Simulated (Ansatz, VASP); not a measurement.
**KBr in VASP and in Ansatz**

Contents of POSCAR:

```
KBr
1.0
   -0.7135313725      2.9771481404      2.9771481404
    2.9771481404     -0.7135313725      2.9771481404
    2.9771481404      2.9771481404     -0.7135313725
K Br
1 1
Direct
    0.0000000000      0.0000000000      0.0000000000
    0.5000000000      0.5000000000      0.5000000000
```

The input INCAR.step1:

```
SYSTEM = KBr
PREC = Accurate
ENCUT = 520
ISMEAR = 0
SIGMA = 0.05
LREAL = .False.
LASPH = .True.
NELM = 100
NBANDS = 15
GGA = PE
ALGO = Normal
EDIFF = 1E-4
LWAVE = .True.
LCHARG = .False.
```

File INCAR.step2:

```
SYSTEM = KBr
PREC = Accurate
ENCUT = 520
EDIFF = 1E-7
ISMEAR = 0
SIGMA = 0.05
LREAL = .False.
LASPH = .True.
NELM = 100
ALGO = Normal
ISIF = 2
LWAVE = .False.
LCHARG = .False.
METAGGA = R2SCAN
LMIXTAU = .True.
NBANDS = 15
ISTART = 1
```

File KPOINTS:

```
Automatic mesh
0
Gamma
  8 8 8
  0 0 0
```

Input for Ansatz:

```yaml
crystal:
  lattice:
    - [-0.7135313725, 2.9771481404, 2.9771481404]
    - [2.9771481404, -0.7135313725, 2.9771481404]
    - [2.9771481404, 2.9771481404, -0.7135313725]
  atoms:
    - { symbol: K, position: [0.0, 0.0, 0.0] }
    - { symbol: Br, position: [0.5, 0.5, 0.5] }
basis:
  ecutwfc: 500
kpoints:
  mp_grid: { grid: [8, 8, 8] }
hamiltonian:
  xc: r2scan
scf:
  occupations: { method: gaussian, width: 0.05 }
output:
  forces: true
  stress: true
  eigenvalues: true
```

Alike in both runs: task single point; functional r2SCAN; k mesh 8 × 8 × 8; occupations gaussian, width 0.05 eV; no spin polarisation.

|  | VASP | Ansatz |
| --- | --- | --- |
| version | VASP 6.6.1 | Ansatz 0.2.0 |
| potentials or method | VASP PAW PBE potentials, release 64 (K_sv, Br), cutoff 520 eV | scalar-relativistic, plane waves, PAW |
| valence electrons in the cell | 16 | 16 |

```tsv
	VASP	Ansatz	Ansatz less VASP
gap on the k mesh at the Fermi level (eV)	4.54	4.54	-0.002
least direct gap on the mesh (eV)	4.54	4.54	-0.002
pressure (GPa)	-0.6	-0.6	+0.01
traceless stress, the component that is largest in VASP (GPa)	0.42	0.42	+0.002
```

VASP's potentials were made for PBE, not for r2SCAN.
